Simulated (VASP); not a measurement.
# MgO (lda) (Fm-3m) in VASP: a series of runs

The runs below take MgO (lda) through single point, relaxation of cell and atoms, with LDA.

Everything below comes from runs of VASP 6.6.1. Logs are shortened: lines on timing, memory, paths and dates and some standing lists are left out, and cuts for length are marked.

**1. The cell of the first run**

The structure is cubic, space group Fm-3m (No. 225). The conventional cell has a = 4.075 Å, b = 4.075 Å, c = 4.075 Å, α = 90.00°, β = 90.00°, γ = 90.00°. Within 2.7 Å of Mg (site symmetry m-3m) lie 6 O at 2.04 Å. Within 2.7 Å of O (site symmetry m-3m) lie 6 Mg at 2.04 Å.

**2. Single point, LDA**

The input, INCAR:

```
  ALGO = Normal
  EDIFF = 1E-6
  ENCUT = 600
  GGA = CA
  GGA_COMPAT = False
  ISIF = 2
  ISMEAR = 0
  LASPH = True
  LCHARG = False
  LREAL = False
  LWAVE = False
  NBANDS = 11
  NELM = 120
  PREC = Accurate
  SIGMA = 0.02
```

The input, KPOINTS:

```
k-points
0
Gamma
  10 10 10
```

The input, POSCAR:

```
MgO
1.0
    0.0000000000      2.0375397131      2.0375397131
    2.0375397131      0.0000000000      2.0375397131
    2.0375397131      2.0375397131      0.0000000000
Mg O
1 1
Direct
    0.0000000000      0.0000000000      0.0000000000
    0.5000000000      0.5000000000      0.5000000000
```

Potentials or basis: VASP PAW LDA potentials, release 64 (Mg, O).

On the command line:

```console
cat potpaw_LDA.64/Mg/POTCAR potpaw_LDA.64/O/POTCAR > POTCAR
mpirun -np 1 vasp_std > vasp.out
```

OUTCAR:

```text
EDIFF = 1E-6
   ENCUT = 600
   GGA = CA
   ISIF = 2
   ISMEAR = 0
   LASPH = True
   LREAL = False
   NELM = 120
   PREC = Accurate

 ion  position               nearest neighbor table
   1  0.000  0.000  0.000-   2 2.04   2 2.04   2 2.04   2 2.04   2 2.04   2 2.04
   2  0.500  0.500  0.500-   1 2.04   1 2.04   1 2.04   1 2.04   1 2.04   1 2.04

  LATTYP: Found a face centered cubic cell.
 ALAT       =     4.0750794262

  Lattice vectors:

 A1 = (   0.0000000000,   2.0375397131,   2.0375397131)
 A2 = (   2.0375397131,   0.0000000000,   2.0375397131)
 A3 = (   2.0375397131,   2.0375397131,   0.0000000000)

Analysis of symmetry for initial positions (statically):
=====================================================================
 Subroutine PRICEL returns:
 Original cell was already a primitive cell.

 Routine SETGRP: Setting up the symmetry group for a
 face centered cubic supercell.

 Subroutine GETGRP returns: Found 48 space group operations
 (whereof 48 operations were pure point group operations)
 out of a pool of 48 trial point group operations.

The static configuration has the point symmetry O_h .

Analysis of symmetry for dynamics (positions and initial velocities):
=====================================================================
 Subroutine PRICEL returns:
 Original cell was already a primitive cell.

 Routine SETGRP: Setting up the symmetry group for a
 face centered cubic supercell.

 Subroutine GETGRP returns: Found 48 space group operations
 (whereof 48 operations were pure point group operations)
 out of a pool of 48 trial point group operations.

The dynamic configuration has the point symmetry O_h .

 Subroutine INISYM returns: Found 48 space group operations
 (whereof 48 operations are pure point group operations),
 and found     1 'primitive' translations

----------------------------------------------------------------------------------------

                                     Primitive cell

  volume of cell :      16.9180

  direct lattice vectors                    reciprocal lattice vectors
     0.000000000  2.037539713  2.037539713    -0.245393990  0.245393990  0.245393990
     2.037539713  0.000000000  2.037539713     0.245393990 -0.245393990  0.245393990
     2.037539713  2.037539713  0.000000000     0.245393990  0.245393990 -0.245393990

  length of vectors
     2.881516296  2.881516296  2.881516296     0.425034859  0.425034859  0.425034859

  position of ions in fractional coordinates (direct lattice)
     0.000000000  0.000000000  0.000000000
     0.500000000  0.500000000  0.500000000

  ion indices of the primitive-cell ions
   primitive index   ion index
                 1           1
                 2           2

----------------------------------------------------------------------------------------

 KPOINTS: k-points

Automatic generation of k-mesh.
 Grid dimensions read from file:
 generate k-points for:   10   10   10

 Generating k-lattice:

  Cartesian coordinates                     Fractional coordinates (reciprocal lattice)
    -0.024539399  0.024539399  0.024539399     0.100000000  0.000000000  0.000000000
     0.024539399 -0.024539399  0.024539399     0.000000000  0.100000000  0.000000000
     0.024539399  0.024539399 -0.024539399     0.000000000  0.000000000  0.100000000

  Length of vectors
     0.042503486  0.042503486  0.042503486

  Shift w.r.t. Gamma in fractional coordinates (k-lattice)
     0.000000000  0.000000000  0.000000000

 Subroutine IBZKPT returns following result:
 ===========================================

 Found     47 irreducible k-points:

 Following reciprocal coordinates:
            Coordinates               Weight
  0.000000  0.000000  0.000000      1.000000
  0.100000  0.000000  0.000000      8.000000
  0.200000  0.000000  0.000000      8.000000
  0.300000  0.000000  0.000000      8.000000
  0.400000  0.000000  0.000000      8.000000
  0.500000  0.000000  0.000000      4.000000
[... 16 lines left out ...]
  0.300000  0.300000  0.000000      6.000000
  0.400000  0.300000  0.000000     24.000000
 [... further k-points ...]
   k-points           NKPTS =     47   k-points in BZ     NKDIM =     47   number of bands    NBANDS=     11
   number of dos      NEDOS =    301   number of ions     NIONS =      2
   total plane-waves  NPLWV =  13824
   dimension x,y,z NGX =    24 NGY =   24 NGZ =   24
   dimension x,y,z NGXF=    48 NGYF=   48 NGZF=   48
   ions per type =               1   1
   NGX,Y,Z   is equivalent  to a cutoff of  13.85, 13.85, 13.85 a.u.
   NGXF,Y,Z  is equivalent  to a cutoff of  27.69, 27.69, 27.69 a.u.
 SYSTEM =  unknown system
   PREC   = accura    normal or accurate (medium, high low for compatibility)
   ISTART =      0    job   : 0-new  1-cont  2-samecut
   ICHARG =      2    charge: 1-file 2-atom 10-const
   ISPIN  =      1    spin polarized calculation?
   LNONCOLLINEAR =      F non collinear calculations
   LSORBIT =      F    spin-orbit coupling
   LASPH  =      T    aspherical Exc in radial PAW
   ENCUT  =  600.0 eV  44.10 Ry    6.64 a.u.   5.76  5.76  5.76*2*pi/ulx,y,z
   NELM   =    120;   NELMIN=  2; NELMDL= -5     # of ELM steps
   EDIFF  = 0.1E-05   stopping-criterion for ELM
   LREAL  =      F    real-space projection
   EDIFFG = 0.1E-04   stopping-criterion for IOM
   NSW    =      0    number of steps for IOM
   IBRION =     -1    ionic relax: 0-MD 1-quasi-New 2-CG
   NFREE  =      0    steps in history (QN), initial steepest desc. (CG)
   ISIF   =      2    stress and relaxation
   ISYM   =      2    0-nonsym 1-usesym 2-fastsym
   POTIM  = 0.5000    time-step for ionic-motion
   TEBEG  =    0.0;   TEEND  =   0.0 temperature during run
   PSTRESS=    0.0 pullay stress
   NELECT =       8.0000    total number of electrons
   NUPDOWN=      -1.0000    fix difference up-down
   EMIN   =  10.00;   EMAX   =-10.00  energy-range for DOS
   EFERMI =   0.00;   METHOD = LEGACY
   ISMEAR =     0;   SIGMA  =   0.02  broadening in eV -4-tet -1-fermi 0-gaus
   EFERMI_NEDOS =   21; number of points for ismear=-14 and -15
   IALGO  =     38    algorithm
   IMIX   =      4    mixing-type and parameters
     AMIX     =   0.40;   BMIX     =  1.00
     AMIX_MAG =   1.60;   BMIX_MAG =  1.00
  volume/ion in A,a.u.               =       8.46        57.08
  Fermi-wavevector in a.u.,A,eV,Ry     =   1.275426  2.410206 22.132768  1.626713
  Thomas-Fermi vector in A             =   2.408139
   LORBIT       =      0    0 simple, 1 ext, 2 COOP (PROOUT), +10 PAW based schemes
   GGA     = CA    functional components
   LHFCALC =     F    Hartree Fock is set to
   AEXX    =    0.0000 exact exchange contribution
   IVDW    =     0    specifies the selected vdW correction
   LEPSILON=     F    determine dielectric tensor
   LRPA    =     F    only Hartree local field effects (RPA)
 non-spin polarized calculation
 Gauss-broadening in eV      SIGMA  =   0.02
  energy-cutoff  :      600.00
  volume of cell :       16.92
 maximum number of plane-waves:       588
   NGX = 11   NGY = 11   NGZ = 11

 number of electron       7.9999997 magnetization

 Free energy of the ion-electron system (eV)
  ---------------------------------------------------
  ext. energy  EPLUGINS =         0.00000000
  ---------------------------------------------------
  free energy    TOTEN  =       -13.42041308 eV

  energy without entropy =      -13.42041308  energy(sigma->0) =      -13.42041308

 E-fermi :   3.8427     XC(G=0): -12.0787

 val. band max:        3.6741251218   @ k =   0.0000   0.0000   0.0000
 cond. band min:       9.3618422137   @ k =   0.0000   0.0000   0.0000
 fundamental gap:      5.6877170919
 Fermi energy:         3.8427239335

 k-point     1 :       0.0000    0.0000    0.0000
  band No.  band energies     occupation
      1     -13.8790      2.00000
      2       3.6741      2.00000
      3       3.6741      2.00000
      4       3.6741      2.00000
      5       9.3618      0.00000
      6      19.7369      0.00000
      7      19.7369      0.00000
      8      19.7369      0.00000
      9      24.0295      0.00000
     10      25.8004      0.00000
     11      25.8004      0.00000

 k-point     2 :       0.1000    0.0000    0.0000
  band No.  band energies     occupation
      1     -13.7495      2.00000
      2       2.9943      2.00000
      3       3.5917      2.00000
      4       3.5917      2.00000
      5       9.9714      0.00000
      6      18.4828      0.00000
      7      20.0151      0.00000
      8      20.0151      0.00000
      9      25.1864      0.00000
     10      25.1864      0.00000
     11      25.8375      0.00000

 k-point     3 :       0.2000    0.0000    0.0000
  band No.  band energies     occupation
      1     -13.3900      2.00000
      2       1.5548      2.00000
      3       3.3838      2.00000
      4       3.3838      2.00000
      5      11.1223      0.00000
      6      17.0259      0.00000
      7      20.6227      0.00000
      8      20.6227      0.00000
      9      24.5323      0.00000
     10      24.5323      0.00000
     11      27.2193      0.00000

 k-point     4 :       0.3000    0.0000    0.0000
  band No.  band energies     occupation
      1     -12.8956      2.00000
      2       0.0604      2.00000
      3       3.1409      2.00000
      4       3.1409      2.00000
      5      11.8991      0.00000
      6      16.5711      0.00000
      7      20.9166      0.00000
      8      20.9166      0.00000
      9      24.9632      0.00000
     10      24.9632      0.00000
     11      26.6318      0.00000
[... 239 lines left out ...]
 k-point    22 :      -0.2000    0.2000    0.0000
  band No.  band energies     occupation
      1     -12.7505      2.00000
      2       0.2856      2.00000
      3       2.1380      2.00000
      4       3.1290      2.00000
      5      12.9966      0.00000
      6      15.8927      0.00000
      7      19.6268      0.00000
      8      22.3549      0.00000
      9      22.5985      0.00000
     10      25.8948      0.00000
     11      29.9144      0.00000

 k-point    23 :       0.3000    0.3000    0.0000
  band No.  band energies     occupation
      1     -12.6490      2.00000
      2       0.2076      2.00000
      3       2.6105      2.00000
      4       2.6105      2.00000
      5      13.4751      0.00000
      6      14.0428      0.00000
      7      18.9201      0.00000
      8      22.5209      0.00000
      9      22.5209      0.00000
     10      28.6360      0.00000
     11      32.8237      0.00000

 k-point    24 :       0.4000    0.3000    0.0000
  band No.  band energies     occupation
      1     -12.3336      2.00000
      2      -0.2931      2.00000
      3       2.1918      2.00000
      4       2.4435      2.00000
      5      13.6562      0.00000
      6      14.3469      0.00000
      7      18.0771      0.00000
      8      22.8577      0.00000
      9      23.0877      0.00000
     10      29.4747      0.00000
     11      32.4144      0.00000

 [... further k-points ...]
[... 5 lines left out ...]
  --------------------------------------------------------------------------------------
  -------------------------------------------------------------------------------------
  Total        1.0545774      1.0545774      1.0545774      0.0000000     -0.0000000      0.0000000
  in kB       99.8713250     99.8713250     99.8713250      0.0000000     -0.0000000      0.0000000
  external PRESSURE =      99.8713250 kB  Pullay stress =       0.0000000 kB

 VOLUME and BASIS-vectors are now :
 -----------------------------------------------------------------------------
  energy-cutoff  :      600.00
  volume of cell :       16.92
      direct lattice vectors                 reciprocal lattice vectors
     0.000000000  2.037539713  2.037539713    -0.245393990  0.245393990  0.245393990
     2.037539713  0.000000000  2.037539713     0.245393990 -0.245393990  0.245393990
     2.037539713  2.037539713  0.000000000     0.245393990  0.245393990 -0.245393990

 POSITION                                       TOTAL-FORCE (eV/Angst)
 -----------------------------------------------------------------------------------
      0.00000      0.00000      0.00000         0.000000      0.000000     -0.000000
      2.03754      2.03754      2.03754        -0.000000     -0.000000      0.000000
 -----------------------------------------------------------------------------------
    total drift:                               -0.000000     -0.000000      0.000000

  FREE ENERGIE OF THE ION-ELECTRON SYSTEM (eV)
  ---------------------------------------------------
  free  energy   TOTEN  =       -13.4204130834 eV

  energy  without entropy=      -13.4204130834  energy(sigma->0) =      -13.42041308
```

It took 5.3 s on 1 thread of Intel Xeon Platinum 8259CL at 2.50GHz (Skylake/Cascade Lake), shared host; peak memory 0.13 GiB.

What came out:

| Quantity | Value |
| --- | --- |
| Free energy | -13.4204 eV |
| Pressure | 10.0 GPa |
| Band gap on the k mesh | 5.69 eV, direct |

Levels at points of the mesh, in eV from the valence-band top:
```tsv
k point	band 2	band 3	band 4	band 5	band 6	band 7
(0.00, 0.00, 0.00)	0.00	0.00	0.00	5.69	16.06	16.06
(0.50, 0.00, 0.00)	-5.16	-0.79	-0.79	8.37	13.54	17.03
(0.50, 0.50, 0.00)	-4.58	-1.52	-1.52	8.97	10.82	13.97
```

A hybrid or GW would open this gap; LDA tends to underestimate it.

(Continued in part 2 of 2.)
